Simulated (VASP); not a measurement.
Runs of VASP 6.6.1 on Au. The structure is that of space group P6_3/mmc (No. 194), or close to it. The cells are those of the table. This isn't the form of Au at room conditions, which is fcc.

```csv
cell,gap on the mesh (eV),pressure (GPa)
"a = 3.035, b = 3.035, c = 4.743 Å, angles 90.0, 90.0, 120.0°, 2 atoms",none,-8.4
"a = 2.963, b = 2.963, c = 4.986 Å, angles 90.0, 90.0, 120.0°, 2 atoms",none,-9.0
"a = 2.746, b = 2.746, c = 4.986 Å, angles 90.0, 90.0, 120.0°, 2 atoms",none,17.4
"a = 2.818, b = 2.818, c = 4.743 Å, angles 90.0, 90.0, 120.0°, 2 atoms",none,(b)
"a = 2.818, b = 2.818, c = 4.621 Å, angles 90.0, 90.0, 120.0°, 2 atoms",none,(a)
```

Alike in all rows: task single point; level r2SCAN; potentials or basis VASP PAW PBE potentials, release 64 (Au); no spin polarisation; k mesh 24 × 24 × 12; cutoff (eV) 520; smearing gaussian 0.15 eV.

Q: Fill in the values left out.

A: (a) 21.0; (b) 14.6.

Caveats: the PAW data sets were made with another functional, which shifts forces and pressure a little; spin-orbit coupling is left out, which moves the levels of the heavy elements; the cell stands under tension (at least some runs); the cell stands under pressure (at least some runs); the stress differs along the axes, from 9 to 22 GPa (at least some runs).

A k mesh can miss the band edges, and the runs leave out spin-orbit coupling on Au.

A gap of «none» marks levels without a gap at the run's occupations.
